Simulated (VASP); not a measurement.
Here is a VASP 6.6.1 calculation.

File INCAR:

```
PREC     = Accurate       # precision mode
ENCUT    = 520            # plane-wave cutoff, eV
EDIFF    = 1E-6           # SCF threshold, eV
ISMEAR   = 0              # smearing method
SIGMA    = 0.01           # smearing width, eV
LREAL    = False          # projectors in reciprocal space
LASPH    = True           # aspherical terms in the spheres
NELM     = 100            # most SCF steps
ALGO     = Normal         # electronic algorithm
ISIF     = 2              # what is computed and relaxed
LWAVE    = False          # write WAVECAR
LCHARG   = True           # write CHGCAR
GGA      = PE             # functional
LELF     = True           # ELF
LVHAR    = True         
NBANDS   = 15             # bands
```

File KPOINTS:

```
regular mesh
0
Gamma
  4 4 4
```

POSCAR

```
KF
1.0
    0.0000000000      2.9354014086      2.9354014086
    2.9354014086      0.0000000000      2.9354014086
    2.9354014086      2.9354014086      0.0000000000
K F
1 1
Direct
    0.0000000000      0.0000000000      0.0000000000
    0.2500000000      0.2500000000      0.2500000000
```

Potentials or basis: VASP PAW PBE potentials, release 64 (K_sv, F).

Command:

```console
$ cat potpaw_PBE.64/K_sv/POTCAR potpaw_PBE.64/F/POTCAR > POTCAR
$ mpirun -np 1 vasp_std > vasp.out
```

Question: Estimate the band gap on the k mesh.

Answer: 5.16 eV (least direct gap 5.37 eV).

Question: Predict the pressure.

Answer: 0.9 GPa.

Caveat: the k points lie up to 0.46 Å⁻¹ apart. A k mesh can miss the band edges.
